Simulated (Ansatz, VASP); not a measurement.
One calculation of Y, two programs

Contents of POSCAR:

```
Y
1.0
    3.2757018371      0.0000000000      0.0000000000
    0.0000000000      3.2757018371      0.0000000000
    0.0000000000      0.0000000000      3.2757018371
Y
1
Direct
    0.0000000000      0.0000000000      0.0000000000
```

INCAR.step1

```
SYSTEM = Y
ALGO = Normal
EDIFF = 1E-4
ENCUT = 600
GGA = PE
ISMEAR = 0
LASPH = .TRUE.
LCHARG = .FALSE.
LREAL = .FALSE.
LWAVE = .TRUE.
NELM = 80
PREC = Accurate
SIGMA = 0.1
```

The input INCAR.step2:

```
SYSTEM = Y
ALGO = Normal
EDIFF = 1E-7
EDIFFG = -0.01
ENCUT = 600
IBRION = 2
ISIF = 3
ISMEAR = 0
ISTART = 1
LASPH = .TRUE.
LCHARG = .FALSE.
LMIXTAU = .TRUE.
LREAL = .FALSE.
LWAVE = .FALSE.
METAGGA = R2SCAN
NELM = 80
NSW = 100
PREC = Accurate
SIGMA = 0.1
```

Contents of KPOINTS:

```
k-points
0
G
  16 16 16
  0 0 0
```

Input for Ansatz:

```yaml
crystal:
  lattice:
    - [3.2757018371, 0.0, 0.0]
    - [0.0, 3.2757018371, 0.0]
    - [0.0, 0.0, 3.2757018371]
  atoms:
    - { symbol: "Y", position: [0.0, 0.0, 0.0] }
basis:
  ecutwfc: 500
kpoints:
  mp_grid: { grid: [16, 16, 16] }
hamiltonian:
  xc: r2scan
scf:
  occupations: { method: gaussian, width: 0.1 }
output:
  forces: true
  stress: true
  eigenvalues: true
relax:
  adjacent_minimum: "off"
  f_tol: 0.01
  max_steps: 80
  cell: { stress_tol: 0.05 }
```

Alike in both runs: task relaxation of cell and atoms; functional r2SCAN; k mesh 16 × 16 × 16; occupations gaussian, width 0.1 eV; no spin polarisation.

|  | VASP | Ansatz |
| --- | --- | --- |
| version | VASP 6.6.1 | Ansatz 0.2.0 |
| potentials or method | VASP PAW PBE potentials, release 64 (Y_sv), cutoff 600 eV | scalar-relativistic, plane waves, PAW |
| valence electrons in the cell | 11 | 11 |

```csv
,VASP,Ansatz,Ansatz less VASP
"gap on the k mesh at the Fermi level, each at its own relaxed structure (eV)",none,none,-
relaxed volume (Å³/atom),34.56,34.46,-0.097
relaxed cell length with the largest relative difference (Å),3.257,3.254,-0.0031
```

VASP's potentials were made for PBE, not for r2SCAN. A gap of «none» marks a metal or a gap that the smearing closes.
